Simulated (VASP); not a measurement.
# BAs: single point with PBE

Crystal: BAs.

```
B As
1.0
     0.00000    2.29619    2.43597
     2.29619    0.00000    2.43597
     2.29619    2.29619    0.00000
B As
1 1
Direct
  0.00000 0.00000 0.00000
  0.25000 0.25000 0.25000
```

This cell differs from its parent crystal: epitaxial xy strain -4.0%.

```yaml
Program: VASP 6.6.1
Task: single point
Functional: PBE
Potentials_or_basis: VASP PAW PBE potentials, release 64 (B, As_d)
Cutoff: 560 eV
k_mesh: 10 × 10 × 10
Occupations: fermi-dirac, width 0.02 eV
Spin: no spin polarisation
Dipole_correction: no
Further_INCAR_settings: ALGO = Normal; EDIFF = 1e-06; NBANDS = 16
```

```yaml
Pressure: 11.9 GPa
Band_gap_on_the_k_mesh: 0.66 eV (least direct gap 3.04 eV)
```

Stress tensor (GPa, compression positive):
```
16.65  0.00  0.00
 0.00 16.65  0.00
 0.00  0.00  2.55
```

Levels at points of the mesh, in eV from the valence-band top:
```
           k point  band 5  band 6  band 7  band 8  band 9  band 10  band 11  band 12  band 13  band 14
(0.00, 0.00, 0.00)  -36.04  -16.16   -0.64    0.00    0.00     3.04     3.04     3.42     5.19     9.69
(0.50, 0.00, 0.00)  -36.03  -13.07   -9.43   -2.51   -1.74     2.57     4.67     4.93     8.83    12.84
(0.50, 0.50, 0.00)  -36.04  -12.02   -9.39   -4.13   -4.13     1.62     1.73    11.73    11.73    12.76
(0.50, 0.00, 0.50)  -36.03  -11.48   -8.89   -4.77   -4.66     0.93     0.94    11.18    12.11    13.27
```

It took 32 s on 1 thread of AMD EPYC 9R45 96-Core Processor (Zen 5) (shared host), peak memory 0.16 GiB.

Caveat: the cell differs from its parent crystal (epitaxial xy strain -4.0%); the stress differs along the axes, from 3 to 17 GPa; semilocal functionals underestimate gaps, and a narrow one can read as zero. A k mesh can miss the band edges.
